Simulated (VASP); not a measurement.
Set up this calculation in VASP 6.6.1, as the native input.

```yaml
Task: single point
Functional: PBE
Potentials_or_basis: VASP PAW PBE potentials, release 64 (Ir)
Cutoff: 520 eV
k_mesh: 22 × 22 × 22
Occupations: gaussian, width 0.15 eV
Spin: no spin polarisation
Dipole_correction: no
Further_INCAR_settings: ALGO = Fast; EDIFF = 1e-07; NBANDS = 10
```

The structure of Ir lies in POSCAR:

```
Ir
1.0
    0.0000000000      1.9197000000      2.0636775000
    1.9197000000      0.0000000000      2.0636775000
    1.9197000000      1.9197000000      0.0000000000
Ir
1
Direct
    0.0000000000      0.0000000000      0.0000000000
```

This cell differs from its parent crystal: strain +0.0750 x Voigt [0, 0, 1, 0, 0, 0].

The input as run:

INCAR

```
SYSTEM = Ir
  PREC = Accurate
  ENCUT = 520
  EDIFF = 1E-7
  ISMEAR = 0
  SIGMA = 0.15
  LREAL = .FALSE.
  LASPH = .TRUE.
  NELM = 80
  ALGO = Fast
  ISIF = 2
  LWAVE = .FALSE.
  LCHARG = .FALSE.
  GGA = PE
  NBANDS = 10
```

KPOINTS

```
regular mesh
0
G
  22 22 22
  0 0 0
```

Potentials or basis: VASP PAW PBE potentials, release 64 (Ir).

Command:

```sh
$ cat potpaw_PBE.64/Ir/POTCAR > POTCAR
$ mpirun -np 1 vasp_std > vasp.out
```

Results of the run:

- Pressure: -13.2 GPa

Caveat: the cell differs from its parent crystal (strain +0.0750 x Voigt [0, 0, 1, 0, 0, 0]).

Run time: 95 s on 1 thread of Intel Xeon 6975P-C (shared host), peak memory 0.26 GiB.
